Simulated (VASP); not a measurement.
Write the native input for VASP 6.6.1 that does the following.

| Item | Value |
| --- | --- |
| Task | single point |
| Functional | PBE |
| Potentials or basis | VASP PAW PBE potentials, release 64 (Sn_d, O) |
| Cutoff | 520 eV |
| k mesh | 8 × 8 × 6 |
| Occupations | fermi-dirac, width 0.01 eV |
| Spin | no spin polarisation |
| Dipole correction | no |
| Further INCAR settings | ALGO = Normal; EDIFF = 1e-06; NBANDS = 28 |

The structure of SnO lies in POSCAR:

```
SnO
1.0
    3.8271795418      0.0000000000      0.0000000000
    0.0000000000      3.8271795418      0.0000000000
    0.0000000000      0.0000000000      4.8680274234
Sn O
2 2
Direct
    0.0000000000      0.5000000000      0.2385000000
    0.5000000000      0.0000000000      0.7615000000
    0.0000000000      0.0000000000      0.0000000000
    0.5000000000      0.5000000000      0.0000000000
```

One way to write it, as run:

INCAR

```
SYSTEM = SnO
PREC = Accurate ; ENCUT = 520
EDIFF = 1E-6 ; ISMEAR = -1
SIGMA = 0.01 ; LREAL = .False.
LASPH = .True. ; NELM = 100
ALGO = Normal ; ISIF = 2
LWAVE = .False. ; LCHARG = .False.
GGA = PE ; NBANDS = 28
```

KPOINTS

```
regular mesh
0
Gamma
  8 8 6
  0 0 0
```

Potentials or basis: VASP PAW PBE potentials, release 64 (Sn_d, O).

Launch:

```bash
$ cat potpaw_PBE.64/Sn_d/POTCAR potpaw_PBE.64/O/POTCAR > POTCAR
$ mpirun -np 1 vasp_std > vasp.out
```

Results of the run:

```yaml
Pressure: 2.5 GPa
Largest_force: 0.153 eV/Å
Band_gap_on_the_k_mesh: 0.10 eV (least direct gap 1.98 eV)
```

Caveat: semilocal functionals underestimate gaps, and a narrow one can read as zero; spin-orbit coupling is left out, which moves the levels of the heavy elements.

Wall time 2.4 min on 1 thread of Intel Xeon 8259CL, on a shared host, peak memory 0.24 GiB.
